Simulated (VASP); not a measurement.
Write the native input for VASP 6.6.1 that does the following.

- Task: relaxation of cell and atoms
- Functional: PBE
- Potentials or basis: VASP PAW PBE potentials, release 64 (Ga_d, Ir)
- Cutoff: 600 eV
- k mesh: 10 × 10 × 10
- Occupations: gaussian, width 0.1 eV
- Spin: no spin polarisation
- Dipole correction: no
- Further INCAR settings: ALGO = Fast; EDIFF = 1e-06; IBRION = 2; EDIFFG = -0.01; NSW = 100; ISIF = 3

The structure of GaIr4 lies in POSCAR:

```
GaIr4
1.0
   -2.7891575513      2.7891575513      2.7891575513
    2.7891575513     -2.7891575513      2.7891575513
    2.7891575513      2.7891575513     -2.7891575513
Ga Ir
1 4
Direct
    0.0000000000      0.0000000000      0.0000000000
    0.0000000000      0.5000000000      0.0000000000
    0.5000000000      0.5000000000      0.5000000000
    0.0000000000      0.0000000000      0.5000000000
    0.5000000000      0.0000000000      0.0000000000
```

The cell was generated, and may not be a known phase.

One way to write it, as run:

INCAR

```
SYSTEM = GaIr4
PREC = Accurate
ENCUT = 600
EDIFF = 1E-6
ISMEAR = 0
SIGMA = 0.1
LREAL = .FALSE.
LASPH = .TRUE.
NELM = 100
ALGO = Fast
ISIF = 3
LWAVE = .FALSE.
LCHARG = .FALSE.
GGA = PE
IBRION = 2
NSW = 100
EDIFFG = -0.01
```

KPOINTS

```
Automatic mesh
0
G
  10 10 10
  0 0 0
```

Potentials or basis: VASP PAW PBE potentials, release 64 (Ga_d, Ir).

Launch:

```console
$ cat potpaw_PBE.64/Ga_d/POTCAR potpaw_PBE.64/Ir/POTCAR > POTCAR
$ mpirun -np 1 vasp_std > vasp.out
```

Results of the run:

The relaxed volume is 17.40 Å³/atom. The relaxed cell is a = 4.835 Å, b = 4.835 Å, c = 4.835 Å, α = 109.47°, β = 109.47°, γ = 109.47°, the space group after relaxing (to 0.1 Å) is Im-3m (No. 229) and the energy gained by relaxing is 0.1 meV/atom. The ionic steps are 3. The pressure after relaxing is 0.0 GPa.

Caveat: the highest band is partly filled, so the run has too few bands.

It took 5.2 min on 1 thread of AMD EPYC 9R45 96-Core Processor (Zen 5), with other jobs on the host, peak memory 0.3 GiB.
